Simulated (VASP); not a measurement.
# ZnRe (P-6m2) in VASP: a series of runs

The runs below take ZnRe through single point, with PBEsol.

All numbers are computed with VASP 6.6.1; they aren't measurements. Logs are shortened: lines on timing, memory, paths and dates and some standing lists are left out, and cuts for length are marked.

### Step 1. The cell of the first run

The structure is hexagonal, space group P-6m2 (No. 187). Conventional cell: a = 2.748 Å, b = 2.748 Å, c = 4.494 Å, α = 90.00°, β = 90.00°, γ = 120.00°. Zn (site symmetry -6m2) has 6 Zn at 2.75 Å and 6 Re at 2.75 Å within 3.6 Å. Re (site symmetry -6m2) has 6 Re at 2.75 Å and 6 Zn at 2.75 Å within 3.6 Å.

### Step 2. Single point, PBEsol, collinear spin

INCAR reads:

```
SYSTEM = ZnRe
  PREC = Accurate
  ENCUT = 520
  EDIFF = 1E-6
  ISMEAR = -1
  SIGMA = 0.08
  LREAL = .False.
  LASPH = .True.
  NELM = 150
  ALGO = Normal
  ISIF = 2
  LWAVE = .False.
  LCHARG = .False.
  ISPIN = 2
  MAGMOM = 0 0.8
  LORBIT = 11
  NUPDOWN = 0.8
  LMAXMIX = 4
  GGA = PS
  NBANDS = 20
```

KPOINTS reads:

```
Automatic mesh
0
Gamma
  16 16 9
  0 0 0
```

POSCAR reads:

```
ZnRe
1.0
    2.7482183437      0.0000000000      0.0000000000
   -1.3741091718      2.3800269008      0.0000000000
    0.0000000000      0.0000000000      4.4940660000
Zn Re
1 1
Direct
    0.0000000000      0.0000000000      0.0000000000
    0.3333333333      0.6666666667      0.5000000000
```

Potentials or basis: VASP PAW PBE potentials, release 64 (Zn, Re).

Run with:

```console
> cat potpaw_PBE.64/Zn/POTCAR potpaw_PBE.64/Re/POTCAR > POTCAR
> mpirun -np 1 vasp_std > vasp.out
```

OUTCAR:

```text
SYSTEM = ZnRe
   PREC = Accurate
   ENCUT = 520
   EDIFF = 1E-6
   ISMEAR = -1
   LREAL = .False.
   LASPH = .True.
   NELM = 150
   ISIF = 2
   ISPIN = 2
   LORBIT = 11
   NUPDOWN = 0.8
   GGA = PS

 ion  position               nearest neighbor table
   1  0.000  0.000  0.000-   2 2.75   2 2.75   2 2.75   2 2.75   2 2.75   2 2.75
   2  0.333  0.667  0.500-   1 2.75   1 2.75   1 2.75   1 2.75   1 2.75   1 2.75

  LATTYP: Found a hexagonal cell.
 ALAT       =     2.7482183437
 C/A-ratio  =     1.6352652657

  Lattice vectors:

 A1 = (   2.7482183437,   0.0000000000,   0.0000000000)
 A2 = (  -1.3741091718,   2.3800269008,   0.0000000000)
 A3 = (   0.0000000000,   0.0000000000,   4.4940660000)

Analysis of symmetry for initial positions (statically):
=====================================================================
 Subroutine PRICEL returns:
 Original cell was already a primitive cell.

 Routine SETGRP: Setting up the symmetry group for a
 hexagonal supercell.

 Subroutine GETGRP returns: Found 12 space group operations
 (whereof 12 operations were pure point group operations)
 out of a pool of 24 trial point group operations.

The static configuration has the point symmetry D_3h.

Analysis of symmetry for dynamics (positions and initial velocities):
=====================================================================
 Subroutine PRICEL returns:
 Original cell was already a primitive cell.

 Routine SETGRP: Setting up the symmetry group for a
 hexagonal supercell.

 Subroutine GETGRP returns: Found 12 space group operations
 (whereof 12 operations were pure point group operations)
 out of a pool of 24 trial point group operations.

The dynamic configuration has the point symmetry D_3h.

Analysis of structural, dynamic, and magnetic symmetry:
=====================================================================
 Subroutine PRICEL returns:
 Original cell was already a primitive cell.

 Routine SETGRP: Setting up the symmetry group for a
 hexagonal supercell.

 Subroutine GETGRP returns: Found 12 space group operations
 (whereof 12 operations were pure point group operations)
 out of a pool of 24 trial point group operations.

The overall configuration has the point symmetry D_3h.

 Subroutine INISYM returns: Found 12 space group operations
 (whereof 12 operations are pure point group operations),
 and found     1 'primitive' translations

----------------------------------------------------------------------------------------

                                     Primitive cell

  volume of cell :      29.3949

  direct lattice vectors                    reciprocal lattice vectors
     2.748218344  0.000000000  0.000000000     0.363872107  0.210081659  0.000000000
    -1.374109172  2.380026901  0.000000000     0.000000000  0.420163318  0.000000000
     0.000000000  0.000000000  4.494066000     0.000000000  0.000000000  0.222515646

  length of vectors
     2.748218344  2.748218344  4.494066000     0.420163318  0.420163318  0.222515646

  position of ions in fractional coordinates (direct lattice)
     0.000000000  0.000000000  0.000000000
     0.333333333  0.666666667  0.500000000

  ion indices of the primitive-cell ions
   primitive index   ion index
                 1           1
                 2           2

----------------------------------------------------------------------------------------

 KPOINTS: Automatic mesh

Automatic generation of k-mesh.
 Grid dimensions read from file:
 generate k-points for:   16   16    9

 Generating k-lattice:

  Cartesian coordinates                     Fractional coordinates (reciprocal lattice)
     0.022742007  0.013130104  0.000000000     0.062500000  0.000000000  0.000000000
     0.000000000  0.026260207  0.000000000     0.000000000  0.062500000  0.000000000
     0.000000000  0.000000000  0.024723961     0.000000000  0.000000000  0.111111111

  Length of vectors
     0.026260207  0.026260207  0.024723961

  Shift w.r.t. Gamma in fractional coordinates (k-lattice)
     0.000000000  0.000000000  0.000000000

 Subroutine IBZKPT returns following result:
 ===========================================

 Found    150 irreducible k-points:

 Following reciprocal coordinates:
            Coordinates               Weight
  0.000000  0.000000  0.000000      1.000000
  0.062500  0.000000  0.000000      6.000000
  0.125000  0.000000  0.000000      6.000000
  0.187500  0.000000  0.000000      6.000000
  0.250000  0.000000  0.000000      6.000000
  0.312500  0.000000  0.000000      6.000000
[... 16 lines left out ...]
  0.187500  0.187500  0.000000      6.000000
  0.250000  0.187500  0.000000     12.000000
 [... further k-points ...]
   k-points           NKPTS =    150   k-points in BZ     NKDIM =    150   number of bands    NBANDS=     20
   number of dos      NEDOS =    301   number of ions     NIONS =      2
   total plane-waves  NPLWV =  14400
   dimension x,y,z NGX =    20 NGY =   20 NGZ =   36
   dimension x,y,z NGXF=    40 NGYF=   40 NGZF=   72
   ions per type =               1   1
   NGX,Y,Z   is equivalent  to a cutoff of  12.10, 12.10, 13.32 a.u.
   NGXF,Y,Z  is equivalent  to a cutoff of  24.20, 24.20, 26.63 a.u.
 SYSTEM =  ZnRe
   PREC   = accura    normal or accurate (medium, high low for compatibility)
   ISTART =      0    job   : 0-new  1-cont  2-samecut
   ICHARG =      2    charge: 1-file 2-atom 10-const
   ISPIN  =      2    spin polarized calculation?
   LNONCOLLINEAR =      F non collinear calculations
   LSORBIT =      F    spin-orbit coupling
   LASPH  =      T    aspherical Exc in radial PAW
   ENCUT  =  520.0 eV  38.22 Ry    6.18 a.u.   5.11  5.11  8.36*2*pi/ulx,y,z
   NELM   =    150;   NELMIN=  2; NELMDL= -5     # of ELM steps
   EDIFF  = 0.1E-05   stopping-criterion for ELM
   LREAL  =      F    real-space projection
   EDIFFG = 0.1E-04   stopping-criterion for IOM
   NSW    =      0    number of steps for IOM
   IBRION =     -1    ionic relax: 0-MD 1-quasi-New 2-CG
   NFREE  =      0    steps in history (QN), initial steepest desc. (CG)
   ISIF   =      2    stress and relaxation
   ISYM   =      2    0-nonsym 1-usesym 2-fastsym
   POTIM  = 0.5000    time-step for ionic-motion
   TEBEG  =    0.0;   TEEND  =   0.0 temperature during run
   PSTRESS=    0.0 pullay stress
   NELECT =      19.0000    total number of electrons
   NUPDOWN=       0.8000    fix difference up-down
   EMIN   =  10.00;   EMAX   =-10.00  energy-range for DOS
   EFERMI =   0.00;   METHOD = LEGACY
   ISMEAR =    -1;   SIGMA  =   0.08  broadening in eV -4-tet -1-fermi 0-gaus
   EFERMI_NEDOS =   21; number of points for ismear=-14 and -15
   IALGO  =     38    algorithm
   IMIX   =      4    mixing-type and parameters
     AMIX     =   0.40;   BMIX     =  1.00
     AMIX_MAG =   1.60;   BMIX_MAG =  1.00
  volume/ion in A,a.u.               =      14.70        99.18
  Fermi-wavevector in a.u.,A,eV,Ry     =   1.415474  2.674858 27.260173  2.003566
  Thomas-Fermi vector in A             =   2.536909
   LORBIT       =     11    0 simple, 1 ext, 2 COOP (PROOUT), +10 PAW based schemes
   GGA     = PS    functional components
   LHFCALC =     F    Hartree Fock is set to
   AEXX    =    0.0000 exact exchange contribution
   IVDW    =     0    specifies the selected vdW correction
   LEPSILON=     F    determine dielectric tensor
   LRPA    =     F    only Hartree local field effects (RPA)
 spin polarized calculation
  energy-cutoff  :      520.00
  volume of cell :       29.39
 maximum number of plane-waves:       804
   NGX = 11   NGY = 11   NGZ = 17

 number of electron      19.0000012 magnetization       0.8000000

 Free energy of the ion-electron system (eV)
  ---------------------------------------------------
  ext. energy  EPLUGINS =         0.00000000
  ---------------------------------------------------
  free energy    TOTEN  =       -14.28977900 eV

  energy without entropy =      -14.25878814  energy(sigma->0) =      -14.27428357

 E-fermi :   4.8911     XC(G=0): -12.9035

 val. band max:        5.6978314427   @ k =   0.4375   0.0000   0.2222
 cond. band min:       4.8942519334   @ k =   0.4375   0.1250   0.3333
 fundamental gap:     -0.8035795093
 Fermi energy:         5.7095094957

 spin component 1

 k-point     1 :       0.0000    0.0000    0.0000
  band No.  band energies     occupation
      1      -5.0225      1.00000
      2      -2.5857      1.00000
      3      -1.9314      1.00000
      4      -1.9314      1.00000
      5      -1.5602      1.00000
      6      -1.5602      1.00000
[... 12 lines left out ...]
     19      25.1280      0.00000
     20      25.1281      0.00000

 k-point     2 :       0.0625    0.0000    0.0000
  band No.  band energies     occupation
      1      -4.8942      1.00000
      2      -2.5408      1.00000
      3      -1.9465      1.00000
      4      -1.9079      1.00000
      5      -1.5897      1.00000
      6      -1.5670      1.00000
[... 12 lines left out ...]
     19      25.5059      0.00000
     20      26.0945      0.00000

 k-point     3 :       0.1250    0.0000    0.0000
  band No.  band energies     occupation
      1      -4.5210      1.00000
      2      -2.4289      1.00000
      3      -1.9820      1.00000
      4      -1.8405      1.00000
      5      -1.6731      1.00000
      6      -1.5865      1.00000
[... 12 lines left out ...]
     19      24.1672      0.00000
     20      27.7058      0.00000

 k-point     4 :       0.1875    0.0000    0.0000
  band No.  band energies     occupation
      1      -3.9399      1.00000
      2      -2.3151      1.00000
      3      -1.9953      1.00000
      4      -1.7963      1.00000
      5      -1.7377      1.00000
      6      -1.6159      1.00000
[... 429 lines left out ...]
 k-point    23 :       0.1875    0.1875    0.0000
  band No.  band energies     occupation
      1      -2.4058      1.00000
      2      -2.1185      1.00000
      3      -2.0672      1.00000
      4      -2.0430      1.00000
      5      -1.7506      1.00000
      6      -1.0226      1.00000
[... 12 lines left out ...]
     19      25.3521      0.00000
     20      26.7781      0.00000

 k-point    24 :       0.2500    0.1875    0.0000
  band No.  band energies     occupation
      1      -2.2998      1.00000
      2      -2.1567      1.00000
      3      -1.9892      1.00000
      4      -1.8855      1.00000
      5      -1.8039      1.00000
      6      -0.3036      1.00000
[... 12 lines left out ...]
     19      24.2313      0.00000
     20      27.0165      0.00000

 [... further k-points ...]

 spin component 2

 k-point     1 :       0.0000    0.0000    0.0000
  band No.  band energies     occupation
      1      -4.8290      1.00000
      2      -2.5254      1.00000
      3      -1.9052      1.00000
      4      -1.9052      1.00000
      5      -1.5212      1.00000
      6      -1.5212      1.00000
[... 12 lines left out ...]
     19      25.2902      0.00000
     20      25.2902      0.00000

 k-point     2 :       0.0625    0.0000    0.0000
  band No.  band energies     occupation
      1      -4.7011      1.00000
      2      -2.4830      1.00000
      3      -1.9200      1.00000
      4      -1.8818      1.00000
      5      -1.5502      1.00000
      6      -1.5277      1.00000
[... 12 lines left out ...]
     19      25.7393      0.00000
     20      26.2557      0.00000

 k-point     3 :       0.1250    0.0000    0.0000
  band No.  band energies     occupation
      1      -4.3288      1.00000
      2      -2.3770      1.00000
      3      -1.9545      1.00000
      4      -1.8146      1.00000
      5      -1.6321      1.00000
      6      -1.5464      1.00000
[... 12 lines left out ...]
     19      24.3684      0.00000
     20      27.9944      0.00000

 k-point     4 :       0.1875    0.0000    0.0000
  band No.  band energies     occupation
      1      -3.7494      1.00000
      2      -2.2687      1.00000
      3      -1.9657      1.00000
      4      -1.7524      1.00000
      5      -1.7122      1.00000
      6      -1.5745      1.00000
[... 429 lines left out ...]
 k-point    23 :       0.1875    0.1875    0.0000
  band No.  band energies     occupation
      1      -2.2880      1.00000
      2      -2.0664      1.00000
      3      -2.0132      1.00000
      4      -2.0037      1.00000
      5      -1.7039      1.00000
      6      -0.9384      1.00000
[... 12 lines left out ...]
     19      25.5781      0.00000
     20      26.9162      0.00000

 k-point    24 :       0.2500    0.1875    0.0000
  band No.  band energies     occupation
      1      -2.2492      1.00000
      2      -2.0972      1.00000
      3      -1.9379      1.00000
      4      -1.8279      1.00000
      5      -1.7563      1.00000
      6      -0.1590      1.00000
[... 12 lines left out ...]
     19      24.4842      0.00000
     20      27.1429      0.00000

 [... further k-points ...]

------------------------ aborting loop because EDIFF is reached ----------------------------------------

  FORCE on cell =-STRESS in cart. coord.  units (eV):
  Direction    XX          YY          ZZ          XY          YZ          ZX
  --------------------------------------------------------------------------------------
  -------------------------------------------------------------------------------------
  Total       -1.2271759     -1.2271759     -1.5394089     -0.0000000     -0.0000000      0.0000000
  in kB      -66.8874813    -66.8874813    -83.9058102     -0.0000000     -0.0000000      0.0000000
  external PRESSURE =     -72.5602576 kB  Pullay stress =       0.0000000 kB

 VOLUME and BASIS-vectors are now :
 -----------------------------------------------------------------------------
  energy-cutoff  :      520.00
  volume of cell :       29.39
      direct lattice vectors                 reciprocal lattice vectors
     2.748218344  0.000000000  0.000000000     0.363872107  0.210081659  0.000000000
    -1.374109172  2.380026901  0.000000000     0.000000000  0.420163318  0.000000000
     0.000000000  0.000000000  4.494066000     0.000000000  0.000000000  0.222515646

 POSITION                                       TOTAL-FORCE (eV/Angst)
 -----------------------------------------------------------------------------------
      0.00000      0.00000      0.00000        -0.000000      0.000000      0.000000
     -0.00000      1.58668      2.24703         0.000000      0.000000      0.000000
 -----------------------------------------------------------------------------------
    total drift:                                0.000000     -0.000000      0.000000

  FREE ENERGIE OF THE ION-ELECTRON SYSTEM (eV)
  ---------------------------------------------------
  free  energy   TOTEN  =       -14.2897790013 eV

  energy  without entropy=      -14.2587881358  energy(sigma->0) =      -14.27428357

 total charge

# of ion       s       p       d       tot
------------------------------------------
    1        0.602   0.547   9.741  10.890
    2        0.576   0.578   4.762   5.916
--------------------------------------------------
tot          1.178   1.125  14.503  16.806

 magnetization (x)

# of ion       s       p       d       tot
------------------------------------------
    1        0.000   0.018   0.024   0.042
    2        0.011   0.031   0.648   0.690
--------------------------------------------------
tot          0.012   0.049   0.672   0.732
```

Run time: 60 s. Hardware: 1 thread of Intel Xeon 6975P-C (Granite Rapids), shared host; peak memory 0.26 GiB.

Results:

| Item | Value |
| --- | --- |
| Free energy | -14.2898 eV |
| Pressure | -7.3 GPa |
| Net moment | 0.80 μB per cell |
| Site moments | Zn +0.04; Re +0.69 μB |
| Valence electrons inside the program's atomic spheres | Zn 10.89; Re 5.92 |

Caveat: the cell stands under tension; the PAW data sets were made with another functional, which shifts forces and pressure a little; spin-orbit coupling is left out, which moves the levels of the heavy elements; the total moment is fixed, so each spin has its own Fermi level and the state may be an excited one.

(Part 1 of 2 ends here.)
